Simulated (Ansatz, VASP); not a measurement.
# SnO2 in VASP and in Ansatz

The input POSCAR:

```
SnO2
1.0
    4.7373500000      0.0000000000      0.0000000000
    0.0000000000      4.7373500000      0.0000000000
    0.0000000000      0.0000000000      3.1864000000
Sn O
2 4
Direct
   -0.0077281813      0.0008249824     -0.0008342746
    0.5100180777      0.5005698134      0.4919127041
    0.2948596595      0.2951039379     -0.0049263583
    0.2022876487      0.8037699259      0.4995533946
    0.7025554924      0.6975660909      0.0010149697
    0.7980073030      0.2021652495      0.5132795645
```

Contents of INCAR.step1:

```
SYSTEM = SnO2
ALGO     = Normal         ! electronic algorithm
EDIFF    = 1E-4           ! SCF threshold, eV
ENCUT    = 520            ! plane-wave cutoff, eV
GGA      = PE             ! functional
ISMEAR   = 0              ! smearing method
LASPH    = .True.         ! aspherical terms in the spheres
LCHARG   = .False.        ! write CHGCAR
LREAL    = .False.        ! projectors in reciprocal space
LWAVE    = .True.         ! write WAVECAR
NBANDS   = 35             ! bands
NELM     = 60             ! most SCF steps
PREC     = Accurate       ! precision mode
SIGMA    = 0.05           ! smearing width, eV
```

The input INCAR.step2:

```
SYSTEM = SnO2
ALGO     = Normal         ! electronic algorithm
EDIFF    = 1E-6           ! SCF threshold, eV
ENCUT    = 520            ! plane-wave cutoff, eV
ISIF     = 2              ! what is computed and relaxed
ISMEAR   = 0              ! smearing method
ISTART   = 1            
LASPH    = .True.         ! aspherical terms in the spheres
LCHARG   = .False.        ! write CHGCAR
LMIXTAU  = .True.       
LREAL    = .False.        ! projectors in reciprocal space
LWAVE    = .False.        ! write WAVECAR
METAGGA  = R2SCAN         ! meta-GGA
NBANDS   = 35             ! bands
NELM     = 60             ! most SCF steps
PREC     = Accurate       ! precision mode
SIGMA    = 0.05           ! smearing width, eV
```

Contents of KPOINTS:

```
k-points
0
Gamma
  6 6 8
  0 0 0
```

Input for Ansatz:

```yaml
crystal:
  lattice:
    - [4.73735, 0.0, 0.0]
    - [0.0, 4.73735, 0.0]
    - [0.0, 0.0, 3.1864]
  atoms:
    - { symbol: Sn, position: [-0.0077281813, 0.0008249824, -0.0008342746] }
    - { symbol: Sn, position: [0.5100180777, 0.5005698134, 0.4919127041] }
    - { symbol: O, position: [0.2948596595, 0.2951039379, -0.0049263583] }
    - { symbol: O, position: [0.2022876487, 0.8037699259, 0.4995533946] }
    - { symbol: O, position: [0.7025554924, 0.6975660909, 0.0010149697] }
    - { symbol: O, position: [0.798007303, 0.2021652495, 0.5132795645] }
basis:
  ecutwfc: 500
kpoints:
  mp_grid: { grid: [6, 6, 8] }
hamiltonian:
  xc: r2scan
scf:
  occupations: { method: gaussian, width: 0.05 }
output:
  forces: true
  stress: true
  eigenvalues: true
```

Change from the starting cell: all atoms moved at random (sigma 0.03 Å a component).

Alike in both runs: task single point; functional r2SCAN; k mesh 6 × 6 × 8; occupations gaussian, width 0.05 eV; no spin polarisation.

```csv
,VASP,Ansatz
version,VASP 6.6.1,Ansatz 0.2.0
potentials or method,"VASP PAW PBE potentials, release 64 (Sn_d, O), cutoff 520 eV","scalar-relativistic, plane waves, PAW"
valence electrons in the cell,52,52
```

```tsv
	VASP	Ansatz	Ansatz less VASP
gap on the k mesh at the Fermi level (eV)	1.70	1.67	-0.028
least direct gap on the mesh (eV)	1.70	1.67	-0.028
pressure (GPa)	3.9	2.8	-1.17
traceless stress, the component that is largest in VASP (GPa)	-1.08	-1.02	+0.065
rms of the force components (eV/Å)	0.827	0.813	-0.0137
```

VASP's potentials were made for PBE, not for r2SCAN. Atom by atom the forces differ by 0.016 eV/Å (rms over components).
